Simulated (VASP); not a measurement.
Crystal: Au.

```
Au
1.0
     2.74841    0.00000    0.00000
     0.00000    2.74841    0.00000
     0.00000    0.00000    2.74841
Au
1
Cartesian
  1.3742 1.3742 1.3742
```

| Item | Value |
| --- | --- |
| Program | VASP 6.6.1 |
| Task | relaxation of cell and atoms |
| Functional | LDA |
| Potentials or basis | VASP PAW LDA potentials, release 64 (Au_sv_GW) |
| Cutoff | 500 eV |
| k mesh | 10 × 10 × 10 |
| Occupations | fermi-dirac, width 0.05 eV |
| Spin | no spin polarisation |

At the start: pressure -10.8 GPa; volume 20.76 Å³/atom.

Q: Where does the relaxation end?

A: Over 7 steps the energy falls by 65.6 meV/atom and the volume is 18.98 Å³/atom (-8.6 %); space group Pm-3m (No. 221, to 0.05 Å).

The path:
```tsv
step	energy change (eV)	largest force (eV/Å)	pressure (GPa)	volume (Å³)
1	0.0000	0.0000	-10.83	20.76
2	0.0884	0.0000	25.93	16.82
3	-0.0655	0.0000	-0.52	19.04
4	-0.0656	0.0000	-0.11	18.99
5	-0.0656	0.0000	0.17	18.96
6	-0.0656	0.0000	-0.23	19.01
7	-0.0656	0.0000	0.00	18.98
```

Final structure:
```
Au
1.0
     2.66731    0.00000    0.00000
     0.00000    2.66731    0.00000
     0.00000    0.00000    2.66731
Au
1
Direct
  0.50000 0.50000 0.50000
```
